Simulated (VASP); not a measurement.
# MnF2 (P4_2/mnm) in VASP: notebook

The runs below take MnF2 through single point, with r2SCAN.

All numbers are computed with VASP 6.6.1; they aren't measurements. Logs are shortened: lines on timing, memory, paths and dates and some standing lists are left out, and cuts for length are marked.

## 1. The cell of the first run

Symmetry: P4_2/mnm, No. 136, tetragonal system. Conventional cell: a = 4.851 Å, b = 4.851 Å, c = 3.304 Å, α = 90.00°, β = 90.00°, γ = 90.00°. F (site symmetry m2m) has 3 Mn at 2.09 to 2.13 Å and 1 F at 2.68 Å within 2.8 Å. Within 2.8 Å of Mn (site symmetry mmm) lie 6 F at 2.09 to 2.13 Å.

## 2. Single point, r2SCAN, collinear spin, ferromagnetic start

POSCAR

```
MnF2
1.0
    4.8509000000      0.0000000000      0.0000000000
    0.0000000000      4.8509000000      0.0000000000
    0.0000000000      0.0000000000      3.3043000000
F Mn
4 2
Direct
    0.3046000000      0.3046000000      0.0000000000
    0.1954000000      0.8046000000      0.5000000000
    0.6954000000      0.6954000000      0.0000000000
    0.8046000000      0.1954000000      0.5000000000
    0.0000000000      0.0000000000      0.0000000000
    0.5000000000      0.5000000000      0.5000000000
```

INCAR.step1

```
PREC = Accurate ; ENCUT = 520
ISMEAR = -1 ; SIGMA = 0.1
LREAL = False ; LASPH = True
NELM = 150 ; ISPIN = 2
MAGMOM = 0.1 0.1 0.1 0.1 4.66 4.66 ; LMAXMIX = 4
NBANDS = 40 ; GGA = PE
ALGO = Normal ; EDIFF = 1E-4
LWAVE = True ; LCHARG = False
```

INCAR.step2

```
PREC = Accurate ; ENCUT = 520
EDIFF = 1E-6 ; ISMEAR = -1
SIGMA = 0.1 ; LREAL = False
LASPH = True ; NELM = 150
ALGO = Normal ; ISIF = 2
LWAVE = False ; LCHARG = False
ISPIN = 2 ; MAGMOM = 0.1 0.1 0.1 0.1 4.66 4.66
LORBIT = 11 ; LMAXMIX = 4
METAGGA = R2SCAN ; LMIXTAU = True
NBANDS = 40 ; ISTART = 1
```

KPOINTS

```
Automatic mesh
0
Gamma
  4 4 6
```

Potentials or basis: VASP PAW PBE potentials, release 64 (F, Mn_pv).

Run with:

```console
cat potpaw_PBE.64/F/POTCAR potpaw_PBE.64/Mn_pv/POTCAR > POTCAR
cp INCAR.step1 INCAR
mpirun -np 1 vasp_std > vasp.out
cp INCAR.step2 INCAR
mpirun -np 1 vasp_std > vasp.out
```

OUTCAR:

```text
PREC = Accurate
   ENCUT = 520
   EDIFF = 1E-6
   ISMEAR = -1
   LREAL = False
   LASPH = True
   NELM = 150
   ISIF = 2
   ISPIN = 2
   LORBIT = 11
   METAGGA = R2SCAN
   ISTART = 1

 ion  position               nearest neighbor table
   1  0.305  0.305  0.000-   5 2.09   6 2.13   6 2.13
   2  0.195  0.805  0.500-   6 2.09   5 2.13   5 2.13
   3  0.695  0.695  0.000-   5 2.09   6 2.13   6 2.13
   4  0.805  0.195  0.500-   6 2.09   5 2.13   5 2.13
   5  0.000  0.000  0.000-   1 2.09   3 2.09   2 2.13   4 2.13   2 2.13   4 2.13
   6  0.500  0.500  0.500-   2 2.09   4 2.09   3 2.13   1 2.13   1 2.13   3 2.13

  LATTYP: Found a simple tetragonal cell.
 ALAT       =     4.8509000000
 C/A-ratio  =     0.6811725659

  Lattice vectors:

 A1 = (   4.8509000000,   0.0000000000,   0.0000000000)
 A2 = (   0.0000000000,   4.8509000000,   0.0000000000)
 A3 = (   0.0000000000,   0.0000000000,   3.3043000000)

Analysis of symmetry for initial positions (statically):
=====================================================================
 Subroutine PRICEL returns:
 Original cell was already a primitive cell.

 Routine SETGRP: Setting up the symmetry group for a
 simple tetragonal supercell.

 Subroutine GETGRP returns: Found 16 space group operations
 (whereof  8 operations were pure point group operations)
 out of a pool of 16 trial point group operations.

The static configuration has the point symmetry D_2h.
 The point group associated with its full space group is D_4h.

Analysis of symmetry for dynamics (positions and initial velocities):
=====================================================================
 Subroutine PRICEL returns:
 Original cell was already a primitive cell.

 Routine SETGRP: Setting up the symmetry group for a
 simple tetragonal supercell.

 Subroutine GETGRP returns: Found 16 space group operations
 (whereof  8 operations were pure point group operations)
 out of a pool of 16 trial point group operations.

The dynamic configuration has the point symmetry D_2h.
 The point group associated with its full space group is D_4h.

Analysis of structural, dynamic, and magnetic symmetry:
=====================================================================
 Subroutine PRICEL returns:
 Original cell was already a primitive cell.

 Routine SETGRP: Setting up the symmetry group for a
 simple tetragonal supercell.

 Subroutine GETGRP returns: Found 16 space group operations
[... 142 lines left out ...]
 spin polarized calculation
  energy-cutoff  :      520.00
  volume of cell :       77.75
 maximum number of plane-waves:      2112
   NGX = 19   NGY = 19   NGZ = 13

 number of electron      54.0000030 magnetization      10.0000020

 Free energy of the ion-electron system (eV)
  ---------------------------------------------------
  ext. energy  EPLUGINS =         0.00000000
  ---------------------------------------------------
  free energy    TOTEN  =       -59.36711348 eV

  energy without entropy =      -59.36710683  energy(sigma->0) =      -59.36711015

 E-fermi :   3.9153     XC(G=0): -10.4223

 val. band max:        2.9753390123   @ k =   0.0000   0.0000   0.0000
 cond. band min:       4.7292873229   @ k =   0.0000   0.0000   0.0000
 fundamental gap:      1.7539483106
 Fermi energy:         3.9153461463

 spin component 1

 k-point     1 :       0.0000    0.0000    0.0000
  band No.  band energies     occupation
      1     -49.1122      1.00000
      2     -49.1122      1.00000
      3     -49.0602      1.00000
      4     -49.0583      1.00000
      5     -49.0579      1.00000
      6     -49.0579      1.00000
[... 997 lines left out ...]
     38      12.3992      0.00000
     39      12.6412      0.00000
 Fermi energy:         3.9153461463

 spin component 2

 k-point     1 :       0.0000    0.0000    0.0000
  band No.  band energies     occupation
      1     -42.5941      1.00000
      2     -42.5941      1.00000
      3     -42.5178      1.00000
      4     -42.5178      1.00000
      5     -42.5135      1.00000
      6     -42.5102      1.00000
[... 997 lines left out ...]
     38      13.3178      0.00000
     39      13.9029      0.00000
 [bands above 39 left out]

------------------------ aborting loop because EDIFF is reached ----------------------------------------

  FORCE on cell =-STRESS in cart. coord.  units (eV):
  Direction    XX          YY          ZZ          XY          YZ          ZX
  --------------------------------------------------------------------------------------
  -------------------------------------------------------------------------------------
  Total        0.5574419      0.5574419      0.6159448      0.0000000      0.0000000      0.0000000
  in kB       11.4864570     11.4864570     12.6919481      0.0000000      0.0000000      0.0000000
  external PRESSURE =      11.8882874 kB  Pullay stress =       0.0000000 kB

 VOLUME and BASIS-vectors are now :
 -----------------------------------------------------------------------------
  energy-cutoff  :      520.00
  volume of cell :       77.75
      direct lattice vectors                 reciprocal lattice vectors
     4.850900000  0.000000000  0.000000000     0.206147313  0.000000000  0.000000000
     0.000000000  4.850900000  0.000000000     0.000000000  0.206147313  0.000000000
     0.000000000  0.000000000  3.304300000     0.000000000  0.000000000  0.302635959

 POSITION                                       TOTAL-FORCE (eV/Angst)
 -----------------------------------------------------------------------------------
      1.47758      1.47758      0.00000         0.007887      0.007887      0.000000
      0.94787      3.90303      1.65215        -0.007887      0.007887      0.000000
      3.37332      3.37332      0.00000        -0.007887     -0.007887     -0.000000
      3.90303      0.94787      1.65215         0.007887     -0.007887      0.000000
      0.00000      0.00000      0.00000        -0.000000     -0.000000      0.000000
      2.42545      2.42545      1.65215        -0.000000     -0.000000      0.000000
 -----------------------------------------------------------------------------------
    total drift:                                0.000000      0.000000     -0.000000

  FREE ENERGIE OF THE ION-ELECTRON SYSTEM (eV)
  ---------------------------------------------------
  free  energy   TOTEN  =       -59.3671134762 eV

  energy  without entropy=      -59.3671068325  energy(sigma->0) =      -59.36711015

 total charge

# of ion       s       p       d       tot
------------------------------------------
    1        1.738   4.401   0.000   6.139
    2        1.738   4.401   0.000   6.139
    3        1.738   4.401   0.000   6.139
    4        1.738   4.401   0.000   6.139
    5        0.164   6.139   4.945  11.248
    6        0.164   6.139   4.945  11.248
--------------------------------------------------
tot          7.279  29.881   9.890  47.049

 magnetization (x)

# of ion       s       p       d       tot
------------------------------------------
    1        0.009   0.072   0.000   0.080
    2        0.009   0.072   0.000   0.080
    3        0.009   0.072   0.000   0.080
    4        0.009   0.072   0.000   0.080
    5        0.021   0.019   4.594   4.634
    6        0.021   0.019   4.594   4.634
--------------------------------------------------
tot          0.077   0.324   9.188   9.589
```

OUTCAR.step1:

```text
PREC = Accurate
   ENCUT = 520
   ISMEAR = -1
   LREAL = False
   LASPH = True
   NELM = 150
[... 2274 lines left out ...]
      3.90303      0.94787      1.65215        -0.010483      0.010483     -0.000000
      0.00000      0.00000      0.00000        -0.000000      0.000000      0.000000
      2.42545      2.42545      1.65215        -0.000000      0.000000      0.000000
 -----------------------------------------------------------------------------------
    total drift:                                0.000000      0.000000     -0.000000

  FREE ENERGIE OF THE ION-ELECTRON SYSTEM (eV)
  ---------------------------------------------------
  free  energy   TOTEN  =       -39.2742513760 eV

  energy  without entropy=      -39.2741095012  energy(sigma->0) =      -39.27418044
```

It took 2.5 min on 1 thread of Intel Xeon 6975P-C (Granite Rapids), shared host; peak memory 0.28 GiB.

Results:

| Quantity | Value |
| --- | --- |
| Free energy | -59.3671 eV |
| Pressure | 1.2 GPa |
| Largest force | 0.011 eV/Å |
| Band gap on the k mesh | 1.75 eV |
| Net moment | 10.00 μB per cell |
| Site moments | F +0.08; Mn +4.63 μB |
| Valence electrons inside the program's atomic spheres | F 6.14; Mn 11.25 |

Forces in eV/Å, atoms in the order of the input:
```
F    0.008  0.008  0.000
F   -0.008  0.008  0.000
F   -0.008 -0.008  0.000
F    0.008 -0.008  0.000
Mn   0.000  0.000  0.000
Mn   0.000  0.000  0.000
```

Levels at points of the mesh, in eV from the valence-band top:
Spin up:
| k point | band 29 | band 30 | band 31 | band 32 | band 33 | band 34 | band 35 | band 36 |
| --- | --- | --- | --- | --- | --- | --- | --- | --- |
| (0.00, 0.00, 0.00) | -1.61 | -0.62 | -0.62 | 0.00 | 1.75 | 7.22 | 7.22 | 8.73 |
| (0.50, 0.00, 0.00) | -0.84 | -0.84 | -0.75 | -0.75 | 4.15 | 4.15 | 8.56 | 8.56 |
| (0.50, 0.50, 0.00) | -1.12 | -1.12 | -0.62 | -0.62 | 5.75 | 5.75 | 6.19 | 6.19 |
| (0.00, 0.00, 0.50) | -1.31 | -1.31 | -1.02 | -1.02 | 6.44 | 6.44 | 10.33 | 10.33 |
| (0.50, 0.00, 0.50) | -1.73 | -1.73 | -0.34 | -0.34 | 7.58 | 7.58 | 7.74 | 7.74 |
| (0.50, 0.50, 0.50) | -1.34 | -1.34 | -0.85 | -0.85 | 7.73 | 7.73 | 8.57 | 8.57 |
Spin down:
```tsv
k point	band 20	band 21	band 22	band 23	band 24	band 25
(0.00, 0.00, 0.00)	-4.74	-4.74	-4.45	2.73	3.04	3.56
(0.50, 0.00, 0.00)	-5.51	-4.78	-4.78	3.24	3.24	3.76
(0.50, 0.50, 0.00)	-5.20	-5.10	-5.10	3.14	3.14	3.66
(0.00, 0.00, 0.50)	-5.39	-5.15	-5.15	3.53	3.53	3.59
(0.50, 0.00, 0.50)	-5.19	-4.97	-4.97	3.23	3.23	3.66
(0.50, 0.50, 0.50)	-4.95	-4.84	-4.84	3.52	3.52	3.58
```

Caveat: the PAW data sets were made with another functional, which shifts forces and pressure a little; only a ferromagnetic start was run, and an antiferromagnetic order may lie lower in energy. r2SCAN opens gaps a little over a GGA but as a rule still falls short of measured ones.

## 3. Single point, r2SCAN, collinear spin, ferromagnetic start

POSCAR is that of step 2.

INCAR.step1

```
SYSTEM = MnF2
ALGO = Normal ; EDIFF = 1E-4
ENCUT = 520 ; GGA = PE
ISMEAR = -1 ; ISPIN = 2
LASPH = .True. ; LCHARG = .False.
LMAXMIX = 4 ; LREAL = .False.
LWAVE = .True. ; MAGMOM = 0 0 0 0 4.5 4.5
NBANDS = 40 ; NELM = 150
PREC = Accurate ; SIGMA = 0.1
```

INCAR.step2

```
SYSTEM = MnF2
ALGO = Normal ; EDIFF = 1E-6
ENCUT = 520 ; ISIF = 2
ISMEAR = -1 ; ISPIN = 2
ISTART = 1 ; LASPH = .True.
LCHARG = .False. ; LMAXMIX = 4
LMIXTAU = .True. ; LORBIT = 11
LREAL = .False. ; LWAVE = .False.
MAGMOM = 0 0 0 0 4.5 4.5 ; METAGGA = R2SCAN
NBANDS = 40 ; NELM = 150
PREC = Accurate ; SIGMA = 0.1
```

KPOINTS

```
k-points
0
Gamma
  4 4 6
  0 0 0
```

Potentials or basis: VASP PAW PBE potentials, release 64 (F, Mn_pv).

Run with:

```console
cat potpaw_PBE.64/F/POTCAR potpaw_PBE.64/Mn_pv/POTCAR > POTCAR
cp INCAR.step1 INCAR
mpirun -np 1 vasp_std > vasp.out
cp INCAR.step2 INCAR
mpirun -np 1 vasp_std > vasp.out
```

Run time: 2.6 min. Hardware: 1 thread of Intel Xeon 6975P-C (Granite Rapids), shared host; peak memory 0.28 GiB.

It converged, with:

```
Free energy                                           : -59.3671 eV
Pressure                                              : 1.2 GPa
Largest force                                         : 0.011 eV/Å
Band gap on the k mesh                                : 1.75 eV
Net moment                                            : 10.00 μB per cell
Site moments                                          : F +0.08; Mn +4.63 μB
Valence electrons inside the program's atomic spheres : F 6.14; Mn 11.25
```

Forces in eV/Å, atoms in the order of the input:
```
F    0.008  0.008  0.000
F   -0.008  0.008  0.000
F   -0.008 -0.008  0.000
F    0.008 -0.008  0.000
Mn   0.000  0.000  0.000
Mn   0.000  0.000  0.000
```

Stress tensor (GPa, compression positive):
```
1.15 0.00 0.00
0.00 1.15 0.00
0.00 0.00 1.27
```

Levels at points of the mesh, in eV from the valence-band top:
Spin up:
```tsv
k point	band 29	band 30	band 31	band 32	band 33	band 34	band 35	band 36
(0.00, 0.00, 0.00)	-1.61	-0.62	-0.62	0.00	1.75	7.22	7.22	8.73
(0.50, 0.00, 0.00)	-0.84	-0.84	-0.75	-0.75	4.15	4.15	8.56	8.56
(0.50, 0.50, 0.00)	-1.12	-1.12	-0.62	-0.62	5.75	5.75	6.19	6.19
(0.00, 0.00, 0.50)	-1.31	-1.31	-1.02	-1.02	6.44	6.44	10.33	10.33
(0.50, 0.00, 0.50)	-1.73	-1.73	-0.34	-0.34	7.58	7.58	7.74	7.74
(0.50, 0.50, 0.50)	-1.34	-1.34	-0.85	-0.85	7.73	7.73	8.57	8.57
```
Spin down:
```tsv
k point	band 19	band 20	band 21	band 22	band 23	band 24	band 25	band 26
(0.00, 0.00, 0.00)	-5.12	-4.74	-4.74	-4.45	2.73	3.04	3.56	3.56
(0.50, 0.00, 0.00)	-5.51	-5.51	-4.78	-4.78	3.24	3.24	3.76	3.76
(0.50, 0.50, 0.00)	-5.20	-5.20	-5.10	-5.10	3.14	3.14	3.66	3.66
(0.00, 0.00, 0.50)	-5.39	-5.39	-5.15	-5.15	3.53	3.53	3.59	3.59
(0.50, 0.00, 0.50)	-5.19	-5.19	-4.97	-4.97	3.23	3.23	3.66	3.66
(0.50, 0.50, 0.50)	-4.95	-4.95	-4.84	-4.84	3.52	3.52	3.58	3.58
```

Caveat: the PAW data sets were made with another functional, which shifts forces and pressure a little; only a ferromagnetic start was run, and an antiferromagnetic order may lie lower in energy.
